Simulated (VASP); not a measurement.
# MnO (P6_3mc) in VASP: a series of runs

The runs below take MnO through single point, with LDA.

Everything below comes from runs of VASP 6.6.1. Logs are shortened: lines on timing, memory, paths and dates and some standing lists are left out, and cuts for length are marked.

### Step 1. The cell of the first run

The structure is hexagonal, space group P6_3mc (No. 186). The conventional cell has a = 3.416 Å, b = 3.416 Å, c = 5.456 Å, α = 90.00°, β = 90.00°, γ = 120.00°. Mn (site symmetry 3m) has 4 O at 1.99 to 2.11 Å within 2.6 Å. O (site symmetry 3m) has 4 Mn at 1.99 to 2.11 Å within 2.6 Å.

### Step 2. Single point, LDA, collinear spin, ferromagnetic start

Input file INCAR:

```
SYSTEM = MnO
PREC = Accurate
ENCUT = 520
EDIFF = 1E-7
ISMEAR = -1
SIGMA = 0.05
LREAL = .False.
LASPH = .True.
NELM = 150
ALGO = Normal
ISIF = 2
LWAVE = .False.
LCHARG = .True.
ISPIN = 2
MAGMOM = 4 4 0 0
LORBIT = 11
LMAXMIX = 4
LELF = .True.
LVHAR = .True.
NBANDS = 31
```

Input file KPOINTS:

```
regular mesh
0
Gamma
  9 9 5
  0 0 0
```

Input file POSCAR:

```
MnO
1.0
    3.4160695619      0.0000000000      0.0000000000
   -1.7080347809      2.9584030216      0.0000000000
    0.0000000000      0.0000000000      5.4563699693
Mn O
2 2
Direct
    0.6666666667      0.3333333333      0.5109600000
    0.3333333333      0.6666666667      0.0109600000
    0.6666666667      0.3333333333      0.8754700000
    0.3333333333      0.6666666667      0.3754700000
```

Potentials or basis: VASP PAW LDA potentials, release 64 (Mn_pv, O).

Started as:

```bash
cat potpaw_LDA.64/Mn_pv/POTCAR potpaw_LDA.64/O/POTCAR > POTCAR
mpirun -np 1 vasp_std > vasp.out
```

OUTCAR:

```text
SYSTEM = MnO
   PREC = Accurate
   ENCUT = 520
   EDIFF = 1E-7
   ISMEAR = -1
   LREAL = .False.
   LASPH = .True.
   NELM = 150
   ISIF = 2
   ISPIN = 2
   LORBIT = 11

 ion  position               nearest neighbor table
   1  0.667  0.333  0.511-   3 1.99   4 2.11   4 2.11   4 2.11
   2  0.333  0.667  0.011-   4 1.99   3 2.11   3 2.11   3 2.11
   3  0.667  0.333  0.875-   1 1.99   2 2.11   2 2.11   2 2.11
   4  0.333  0.667  0.375-   2 1.99   1 2.11   1 2.11   1 2.11

  LATTYP: Found a hexagonal cell.
 ALAT       =     3.4160695619
 C/A-ratio  =     1.5972654744

  Lattice vectors:

 A1 = (   3.4160695619,   0.0000000000,   0.0000000000)
 A2 = (  -1.7080347809,   2.9584030216,   0.0000000000)
 A3 = (   0.0000000000,   0.0000000000,   5.4563699693)

Analysis of symmetry for initial positions (statically):
=====================================================================
 Subroutine PRICEL returns:
 Original cell was already a primitive cell.

 Routine SETGRP: Setting up the symmetry group for a
 hexagonal supercell.

 Subroutine GETGRP returns: Found 12 space group operations
 (whereof  6 operations were pure point group operations)
 out of a pool of 24 trial point group operations.

The static configuration has the point symmetry C_3v.
 The point group associated with its full space group is C_6v.

Analysis of symmetry for dynamics (positions and initial velocities):
=====================================================================
 Subroutine PRICEL returns:
 Original cell was already a primitive cell.

 Routine SETGRP: Setting up the symmetry group for a
 hexagonal supercell.

 Subroutine GETGRP returns: Found 12 space group operations
 (whereof  6 operations were pure point group operations)
 out of a pool of 24 trial point group operations.

The dynamic configuration has the point symmetry C_3v.
 The point group associated with its full space group is C_6v.

Analysis of structural, dynamic, and magnetic symmetry:
=====================================================================
 Subroutine PRICEL returns:
 Original cell was already a primitive cell.

 Routine SETGRP: Setting up the symmetry group for a
 hexagonal supercell.

 Subroutine GETGRP returns: Found 12 space group operations
 (whereof  6 operations were pure point group operations)
 out of a pool of 24 trial point group operations.

The overall configuration has the point symmetry C_3v.
 The point group associated with its full space group is C_6v.

 Subroutine INISYM returns: Found 12 space group operations
 (whereof  6 operations are pure point group operations),
 and found     1 'primitive' translations

----------------------------------------------------------------------------------------

                                     Primitive cell

  volume of cell :      55.1427

  direct lattice vectors                    reciprocal lattice vectors
     3.416069562  0.000000000  0.000000000     0.292734086  0.169010103  0.000000000
    -1.708034781  2.958403022  0.000000000     0.000000000  0.338020206  0.000000000
     0.000000000  0.000000000  5.456369969     0.000000000  0.000000000  0.183272030

  length of vectors
     3.416069562  3.416069562  5.456369969     0.338020206  0.338020206  0.183272030

  position of ions in fractional coordinates (direct lattice)
     0.666666667  0.333333333  0.510960000
     0.333333333  0.666666667  0.010960000
     0.666666667  0.333333333  0.875470000
     0.333333333  0.666666667  0.375470000

  ion indices of the primitive-cell ions
   primitive index   ion index
                 1           1
                 2           2
                 3           3
                 4           4

----------------------------------------------------------------------------------------

 KPOINTS: regular mesh

Automatic generation of k-mesh.
 Grid dimensions read from file:
 generate k-points for:    9    9    5

 Generating k-lattice:

  Cartesian coordinates                     Fractional coordinates (reciprocal lattice)
     0.032526010  0.018778900  0.000000000     0.111111111 -0.000000000  0.000000000
     0.000000000  0.037557801  0.000000000     0.000000000  0.111111111  0.000000000
     0.000000000  0.000000000  0.036654406     0.000000000  0.000000000  0.200000000

  Length of vectors
     0.037557801  0.037557801  0.036654406

  Shift w.r.t. Gamma in fractional coordinates (k-lattice)
     0.000000000  0.000000000  0.000000000

 Subroutine IBZKPT returns following result:
 ===========================================

 Found     36 irreducible k-points:

 Following reciprocal coordinates:
            Coordinates               Weight
  0.000000  0.000000  0.000000      1.000000
  0.111111 -0.000000  0.000000      6.000000
  0.222222 -0.000000  0.000000      6.000000
  0.333333 -0.000000  0.000000      6.000000
  0.444444 -0.000000  0.000000      6.000000
  0.111111  0.111111  0.000000      6.000000
[... 16 lines left out ...]
  0.333333  0.222222  0.200000     24.000000
  0.333333  0.333333  0.200000      4.000000
 [... further k-points ...]
   k-points           NKPTS =     36   k-points in BZ     NKDIM =     36   number of bands    NBANDS=     31
   number of dos      NEDOS =    301   number of ions     NIONS =      4
   total plane-waves  NPLWV =  32928
   dimension x,y,z NGX =    28 NGY =   28 NGZ =   42
   dimension x,y,z NGXF=    56 NGYF=   56 NGZF=   84
   ions per type =               2   2
   NGX,Y,Z   is equivalent  to a cutoff of  13.63, 13.63, 12.80 a.u.
   NGXF,Y,Z  is equivalent  to a cutoff of  27.25, 27.25, 25.59 a.u.
 SYSTEM =  MnO
   PREC   = accura    normal or accurate (medium, high low for compatibility)
   ISTART =      0    job   : 0-new  1-cont  2-samecut
   ICHARG =      2    charge: 1-file 2-atom 10-const
   ISPIN  =      2    spin polarized calculation?
   LNONCOLLINEAR =      F non collinear calculations
   LSORBIT =      F    spin-orbit coupling
   LASPH  =      T    aspherical Exc in radial PAW
   ENCUT  =  520.0 eV  38.22 Ry    6.18 a.u.   6.35  6.35 10.15*2*pi/ulx,y,z
   NELM   =    150;   NELMIN=  2; NELMDL= -5     # of ELM steps
   EDIFF  = 0.1E-06   stopping-criterion for ELM
   LREAL  =      F    real-space projection
   EDIFFG = 0.1E-05   stopping-criterion for IOM
   NSW    =      0    number of steps for IOM
   IBRION =     -1    ionic relax: 0-MD 1-quasi-New 2-CG
   NFREE  =      0    steps in history (QN), initial steepest desc. (CG)
   ISIF   =      2    stress and relaxation
   ISYM   =      2    0-nonsym 1-usesym 2-fastsym
   POTIM  = 0.5000    time-step for ionic-motion
   TEBEG  =    0.0;   TEEND  =   0.0 temperature during run
   PSTRESS=    0.0 pullay stress
   NELECT =      38.0000    total number of electrons
   NUPDOWN=      -1.0000    fix difference up-down
   EMIN   =  10.00;   EMAX   =-10.00  energy-range for DOS
[... 5 lines left out ...]
     AMIX     =   0.40;   BMIX     =  1.00
     AMIX_MAG =   1.60;   BMIX_MAG =  1.00
  volume/ion in A,a.u.               =      13.79        93.03
  Fermi-wavevector in a.u.,A,eV,Ry     =   1.446017  2.732576 28.449310  2.090965
  Thomas-Fermi vector in A             =   2.564133
   LORBIT       =     11    0 simple, 1 ext, 2 COOP (PROOUT), +10 PAW based schemes
   GGA     = CA    functional components
   LHFCALC =     F    Hartree Fock is set to
   AEXX    =    0.0000 exact exchange contribution
   IVDW    =     0    specifies the selected vdW correction
   LEPSILON=     F    determine dielectric tensor
   LRPA    =     F    only Hartree local field effects (RPA)
 spin polarized calculation
  energy-cutoff  :      520.00
  volume of cell :       55.14
 maximum number of plane-waves:      1508
 NGX is ok and might be reduce to    28
   NGX = 13   NGY = 13   NGZ = 21

 number of electron      37.9999973 magnetization      10.0505508

 number of electron      37.9999973 magnetization       9.9327807

 Free energy of the ion-electron system (eV)
  ---------------------------------------------------
  ext. energy  EPLUGINS =         0.00000000
  ---------------------------------------------------
  free energy    TOTEN  =       -34.78522514 eV

  energy without entropy =      -34.77680306  energy(sigma->0) =      -34.78101410

 E-fermi :   5.0839     XC(G=0): -10.9218

 val. band max:        5.0688519512   @ k =   0.3333  -0.0000   0.0000
 cond. band min:       5.0973173814   @ k =   0.1111  -0.0000   0.0000
 fundamental gap:      0.0284654302
 Fermi energy:         5.0839347486

 spin component 1

 k-point     1 :       0.0000    0.0000    0.0000
  band No.  band energies     occupation
      1     -44.8773      1.00000
      2     -44.8773      1.00000
      3     -44.8721      1.00000
      4     -44.8721      1.00000
      5     -44.8719      1.00000
      6     -44.8392      1.00000
[... 23 lines left out ...]
     30      17.1058      0.00000
     31      17.3404      0.00000

 k-point     2 :       0.1111   -0.0000    0.0000
  band No.  band energies     occupation
      1     -44.8797      1.00000
      2     -44.8780      1.00000
      3     -44.8745      1.00000
      4     -44.8725      1.00000
      5     -44.8705      1.00000
      6     -44.8398      1.00000
[... 23 lines left out ...]
     30      16.5729      0.00000
     31      17.6739      0.00000

 k-point     3 :       0.2222   -0.0000    0.0000
  band No.  band energies     occupation
      1     -44.8855      1.00000
      2     -44.8806      1.00000
      3     -44.8798      1.00000
      4     -44.8736      1.00000
      5     -44.8673      1.00000
      6     -44.8416      1.00000
[... 703 lines left out ...]
     30      14.2278      0.00000
     31      15.0595      0.00000

 k-point    24 :       0.3333    0.3333    0.2000
  band No.  band energies     occupation
      1     -44.8911      1.00000
      2     -44.8911      1.00000
      3     -44.8906      1.00000
      4     -44.8836      1.00000
      5     -44.8520      1.00000
      6     -44.8520      1.00000
[... 23 lines left out ...]
     30      13.4588      0.00000
     31      15.3587      0.00000

 [... further k-points ...]

 spin component 2

 k-point     1 :       0.0000    0.0000    0.0000
  band No.  band energies     occupation
      1     -40.5857      1.00000
      2     -40.5664      1.00000
      3     -40.5664      1.00000
      4     -40.5596      1.00000
      5     -40.5596      1.00000
      6     -40.5419      1.00000
[... 23 lines left out ...]
     30      18.0254      0.00000
     31      18.6001      0.00000

 k-point     2 :       0.1111   -0.0000    0.0000
  band No.  band energies     occupation
      1     -40.5844      1.00000
      2     -40.5692      1.00000
      3     -40.5674      1.00000
      4     -40.5628      1.00000
      5     -40.5601      1.00000
      6     -40.5427      1.00000
[... 23 lines left out ...]
     30      17.8063      0.00000
     31      18.9731      0.00000

 k-point     3 :       0.2222   -0.0000    0.0000
  band No.  band energies     occupation
      1     -40.5821      1.00000
      2     -40.5749      1.00000
      3     -40.5709      1.00000
      4     -40.5697      1.00000
      5     -40.5616      1.00000
      6     -40.5450      1.00000
[... 703 lines left out ...]
     30      15.7025      0.00000
     31      16.1199      0.00000

 k-point    24 :       0.3333    0.3333    0.2000
  band No.  band energies     occupation
      1     -40.5866      1.00000
      2     -40.5866      1.00000
      3     -40.5836      1.00000
      4     -40.5744      1.00000
      5     -40.5576      1.00000
      6     -40.5576      1.00000
[... 23 lines left out ...]
     30      14.9266      0.00000
     31      16.3283      0.00000

 [... further k-points ...]
[... 5 lines left out ...]
  --------------------------------------------------------------------------------------
  -------------------------------------------------------------------------------------
  Total       -3.5409290     -3.5409290     -1.8109827     -0.0000000     -0.0000000      0.0000000
  in kB     -102.8821316   -102.8821316    -52.6183251     -0.0000000     -0.0000000      0.0000000
  external PRESSURE =     -86.1275294 kB  Pullay stress =       0.0000000 kB

 VOLUME and BASIS-vectors are now :
 -----------------------------------------------------------------------------
  energy-cutoff  :      520.00
  volume of cell :       55.14
      direct lattice vectors                 reciprocal lattice vectors
     3.416069562  0.000000000  0.000000000     0.292734086  0.169010103  0.000000000
    -1.708034781  2.958403022  0.000000000     0.000000000  0.338020206  0.000000000
     0.000000000  0.000000000  5.456369969     0.000000000  0.000000000  0.183272030

 POSITION                                       TOTAL-FORCE (eV/Angst)
 -----------------------------------------------------------------------------------
      1.70803      0.98613      2.78799        -0.000000     -0.000000     -0.470499
     -0.00000      1.97227      0.05980        -0.000000     -0.000000     -0.470499
      1.70803      0.98613      4.77689         0.000000      0.000000      0.470499
     -0.00000      1.97227      2.04870        -0.000000     -0.000000      0.470499
 -----------------------------------------------------------------------------------
    total drift:                               -0.000000      0.000000     -0.001398

  FREE ENERGIE OF THE ION-ELECTRON SYSTEM (eV)
  ---------------------------------------------------
  free  energy   TOTEN  =       -34.7852251373 eV

  energy  without entropy=      -34.7768030632  energy(sigma->0) =      -34.78101410

 total charge

# of ion       s       p       d       tot
------------------------------------------
    1        0.238   6.215   4.951  11.404
    2        0.238   6.215   4.951  11.404
    3        1.543   3.414   0.000   4.958
    4        1.543   3.414   0.000   4.958
--------------------------------------------------
tot          3.563  19.259   9.902  32.724

 magnetization (x)

# of ion       s       p       d       tot
------------------------------------------
    1        0.033   0.054   4.275   4.362
    2        0.033   0.054   4.275   4.362
    3        0.018   0.195   0.000   0.213
    4        0.018   0.195   0.000   0.213
--------------------------------------------------
tot          0.102   0.498   8.551   9.150
```

Run time: 2 min. Hardware: 1 thread of Intel Xeon Platinum 8488C (Sapphire Rapids), shared host; peak memory 0.21 GiB.

Results:

| Item | Value |
| --- | --- |
| Free energy | -34.7852 eV |
| Pressure | -8.6 GPa |
| Largest force | 0.470 eV/Å |
| Net moment | 9.93 μB per cell |
| Site moments | Mn +4.36; O +0.21 μB |
| Valence electrons inside the program's atomic spheres | Mn 11.40; O 4.96 |

Forces on the atoms (eV/Å):
```
Mn   0.000  0.000 -0.470
Mn   0.000  0.000 -0.470
O    0.000  0.000  0.470
O    0.000  0.000  0.470
```

Stress tensor (GPa, compression positive):
```
-10.29   0.00   0.00
  0.00 -10.29   0.00
  0.00   0.00  -5.26
```

Levels at points of the mesh, in eV from the Fermi level:
Spin up:
| k point | band 20 | band 21 | band 22 | band 23 | band 24 | band 25 | band 26 | band 27 | band 28 | band 29 |
| --- | --- | --- | --- | --- | --- | --- | --- | --- | --- | --- |
| (0.00, 0.00, 0.00) | -1.35 | -0.94 | -0.94 | 0.07 | 0.07 | 0.13 | 3.63 | 5.55 | 11.28 | 11.28 |
Spin down:
```tsv
k point	band 12	band 13	band 14	band 15	band 16	band 17
(0.00, 0.00, 0.00)	-4.70	-4.50	-4.50	-0.29	0.72	0.72
```

Caveat: semilocal functionals often make such compounds metallic where correlation or magnetic order opens a gap, which also shifts bond lengths; only a ferromagnetic start was run, and an antiferromagnetic order may lie lower in energy. With open d or f shells a metallic result of LDA can be an artefact of self-interaction; +U or a hybrid may open a gap.

### Step 3. Single point, LDA, collinear spin, ferromagnetic start

This run uses another cell than the first one, of 14.05 Å³/atom, 1.019 times its volume.

Input file INCAR:

```
PREC = Accurate
ENCUT = 520
EDIFF = 1E-6
ISMEAR = -1
SIGMA = 0.05
LREAL = F
LASPH = T
NELM = 150
ALGO = Normal
ISIF = 2
LWAVE = F
LCHARG = F
ISPIN = 2
MAGMOM = 4 4 0 0
LORBIT = 11
LMAXMIX = 4
NBANDS = 31
```

Input file KPOINTS:

```
Automatic mesh
0
Gamma
  9 9 5
```

Input file POSCAR:

```
MnO
1.0
    3.4378285534      0.0000000000      0.0000000000
   -1.7189142767      2.9772468610      0.0000000000
    0.0000000000      0.0000000000      5.4911248552
Mn O
2 2
Direct
    0.6666666667      0.3333333333      0.5109600000
    0.3333333333      0.6666666667      0.0109600000
    0.6666666667      0.3333333333      0.8754700000
    0.3333333333      0.6666666667      0.3754700000
```

Potentials or basis: VASP PAW LDA potentials, release 64 (Mn_pv, O).

Started as:

```bash
cat potpaw_LDA.64/Mn_pv/POTCAR potpaw_LDA.64/O/POTCAR > POTCAR
mpirun -np 1 vasp_std > vasp.out
```

Wall time 92 s (1 thread of Intel Xeon Platinum 8488C (Sapphire Rapids), shared host); peak memory 0.2 GiB.

Results (log left out):

```
Free energy                                           : -34.7237 eV
Pressure                                              : -10.2 GPa
Largest force                                         : 0.428 eV/Å
Band gap on the k mesh                                : zero (filled and empty bands overlap)
Net moment                                            : 9.97 μB per cell
Site moments                                          : Mn +4.38; O +0.21 μB
Valence electrons inside the program's atomic spheres : Mn 11.38; O 4.95
```

Forces in eV/Å, atoms in the order of the input:
```
Mn   0.000  0.000 -0.428
Mn   0.000  0.000 -0.428
O    0.000  0.000  0.428
O    0.000  0.000  0.428
```

Stress tensor (GPa, compression positive):
```
-11.67   0.00   0.00
  0.00 -11.67   0.00
  0.00   0.00  -7.33
```

Levels at points of the mesh, in eV from the Fermi level:
Spin up:
```csv
k point,band 20,band 21,band 22,band 23,band 24,band 25,band 26,band 27,band 28,band 29
"(0.00, 0.00, 0.00)",-1.36,-0.96,-0.96,0.02,0.02,0.08,3.57,5.48,11.15,11.15
```
Spin down:
```csv
k point,band 10,band 11,band 12,band 13,band 14,band 15,band 16,band 17,band 18,band 19
"(0.00, 0.00, 0.00)",-4.75,-4.58,-4.58,-4.39,-4.39,-0.30,0.75,0.75,0.91,1.47
```

Caveat: semilocal functionals often make such compounds metallic where correlation or magnetic order opens a gap, which also shifts bond lengths; only a ferromagnetic start was run, and an antiferromagnetic order may lie lower in energy.
